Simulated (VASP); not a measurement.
**LaPRuO: single point with PBE**

Crystal: LaPRuO.

```
CELL_PARAMETERS angstrom
4.06652 0.00000 0.00000
0.00000 4.06652 0.00000
0.00000 0.00000 8.50005
ATOMIC_POSITIONS crystal
La 0.00000 0.50000 0.85533
La 0.50000 0.00000 0.14467
P 0.50000 0.00000 0.63556
P 0.00000 0.50000 0.36444
Ru 0.00000 0.00000 0.50000
Ru 0.50000 0.50000 0.50000
O 0.50000 0.50000 0.00000
O 0.00000 0.00000 0.00000
```

- Program: VASP 6.6.1
- Task: single point
- Functional: PBE
- Potentials or basis: VASP PAW PBE potentials, release 64 (La, P, Ru_pv, O)
- Cutoff: 520 eV
- k mesh: 10 × 10 × 4
- Occupations: gaussian, width 0.1 eV
- Spin: no spin polarisation
- Dipole correction: no
- Further INCAR settings: ALGO = Normal; EDIFF = 1e-06; NBANDS = 46

```json
{
 "Pressure": "-0.2 GPa",
 "Largest force": "0.011 eV/Å",
 "Band gap on the k mesh": "zero (bands 36 and 37 overlap by 0.99 eV)"
}
```

Forces on the atoms (eV/Å):
```
La   0.000  0.000  0.011
La   0.000  0.000 -0.011
P    0.000  0.000  0.001
P    0.000  0.000 -0.001
Ru   0.000  0.000  0.000
Ru   0.000  0.000  0.000
O    0.000  0.000  0.000
O    0.000  0.000  0.000
```

Levels at points of the mesh, in eV from the Fermi level:
| k point | band 33 | band 34 | band 35 | band 36 | band 37 | band 38 | band 39 | band 40 |
| --- | --- | --- | --- | --- | --- | --- | --- | --- |
| (0.00, 0.00, 0.00) | -0.23 | -0.07 | 0.32 | 0.32 | 1.43 | 1.51 | 2.37 | 2.60 |
| (0.50, 0.00, 0.00) | -1.97 | -1.97 | -0.80 | -0.80 | 1.68 | 1.68 | 1.90 | 1.90 |
| (0.50, 0.50, 0.00) | -1.81 | -1.81 | -0.71 | -0.71 | -0.67 | -0.67 | 1.65 | 1.65 |
| (0.00, 0.00, 0.50) | -0.24 | 0.08 | 0.32 | 0.32 | 1.19 | 1.43 | 1.87 | 2.80 |
| (0.50, 0.00, 0.50) | -1.93 | -1.93 | -0.88 | -0.88 | 1.85 | 1.85 | 2.04 | 2.04 |
| (0.50, 0.50, 0.50) | -1.90 | -1.90 | -0.72 | -0.72 | -0.66 | -0.66 | 1.66 | 1.66 |

It took 4.7 min on 1 thread of Intel(R) Xeon(R) 6975P-C (Granite Rapids), with other jobs on the host, peak memory 0.51 GiB.

Caveat: spin-orbit coupling is left out, which moves the levels of the heavy elements.
